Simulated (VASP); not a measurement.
A run of VASP 6.6.1:

File INCAR:

```
ALGO = Normal
EDIFF = 1E-6
ENCUT = 600
GGA = PE
GGA_COMPAT = F
ISIF = 2
ISMEAR = 0
LASPH = T
LCHARG = T
LELF = T
LREAL = F
LVHAR = T
LWAVE = F
NBANDS = 16
NELM = 120
PREC = Accurate
SIGMA = 0.01
```

File KPOINTS:

```
k-points
0
Gamma
  12 12 4
```

The input POSCAR:

```
AlN
1.0
    3.1130000000      0.0000000000      0.0000000000
   -1.5565000000      2.6959370800      0.0000000000
    0.0000000000      0.0000000000      4.9810000000
Al N
2 2
Direct
    0.3333333333      0.6666666667      0.0000000000
    0.6666666667      0.3333333333      0.5000000000
    0.3333333333      0.6666666667      0.3800000000
    0.6666666667      0.3333333333      0.8800000000
```

Potentials or basis: VASP PAW PBE potentials, release 64 (Al, N).

Command:

```console
$ cat potpaw_PBE.64/Al/POTCAR potpaw_PBE.64/N/POTCAR > POTCAR
$ mpirun -np 1 vasp_std > vasp.out
```

Hardware: 1 thread of Intel Xeon 8259CL (shared host).

**Question.** How long does it take, and how much memory?

**Answer.** Run time: 82 s on 1 thread of Intel Xeon 8259CL (shared host), peak memory 0.19 GiB. Counts: scf iterations 13, k points 57.
